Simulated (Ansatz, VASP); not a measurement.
This is a calculation of SnTe for Ansatz 0.2.0.

input.yaml

```yaml
crystal:
  lattice:
    - [0.0, 3.1923133075, 3.1923133075]
    - [3.1923133075, 0.0, 3.1923133075]
    - [3.1923133075, 3.1923133075, 0.0]
  atoms:
    - { symbol: Te, position: [0.5, 0.5, 0.5] }
    - { symbol: Sn, position: [0.0, 0.0, 0.0] }
hamiltonian:
  xc: rpbe
  pseudopotentials: { kind: paw }
kpoints:
  mp_grid: { grid: [7, 7, 7] }
scf:
  occupations: { method: fermi_dirac, width: 0.05 }
output:
  forces: true
  stress: true
  eigenvalues: true
```

Potentials or basis: Ansatz PAW.

Run with:

```bash
$ ansatz run input.yaml --threads 2 --pin off --max-ram 5120MiB --backend cpu --events-out ev --progress --plain --runs-dir out
```

Problem. Set up the same calculation for VASP 6.6.1. Potentials there: VASP PAW PBE potentials, release 64 (Te, Sn_d).

Solution. As run (the cutoff follows the program's own potentials):

INCAR

```
SYSTEM = SnTe
PREC = Accurate
ENCUT = 520
EDIFF = 1E-7
ISMEAR = -1
SIGMA = 0.05
LREAL = .False.
LASPH = .True.
NELM = 100
ALGO = Normal
ISIF = 2
LWAVE = .False.
LCHARG = .False.
GGA = RP
NBANDS = 17
```

Contents of KPOINTS:

```
regular mesh
0
Gamma
  7 7 7
  0 0 0
```

Contents of POSCAR:

```
SnTe
1.0
    0.0000000000      3.1923133075      3.1923133075
    3.1923133075      0.0000000000      3.1923133075
    3.1923133075      3.1923133075      0.0000000000
Te Sn
1 1
Direct
    0.5000000000      0.5000000000      0.5000000000
    0.0000000000      0.0000000000      0.0000000000
```

Potentials or basis: VASP PAW PBE potentials, release 64 (Te, Sn_d).

Run with:

```console
$ cat potpaw_PBE.64/Te/POTCAR potpaw_PBE.64/Sn_d/POTCAR > POTCAR
$ mpirun -np 1 vasp_std > vasp.out
```

Both were run:

|  | VASP | Ansatz | Ansatz less VASP |
| --- | --- | --- | --- |
| pressure (GPa) | 1.8 | 1.8 | +0.03 |

VASP's potentials were made for PBE, not for RPBE. VASP's potentials hold 20 valence electrons a cell and Ansatz's 30, so a difference there can come from the potentials and not from the codes.

Spin-orbit coupling is off throughout.
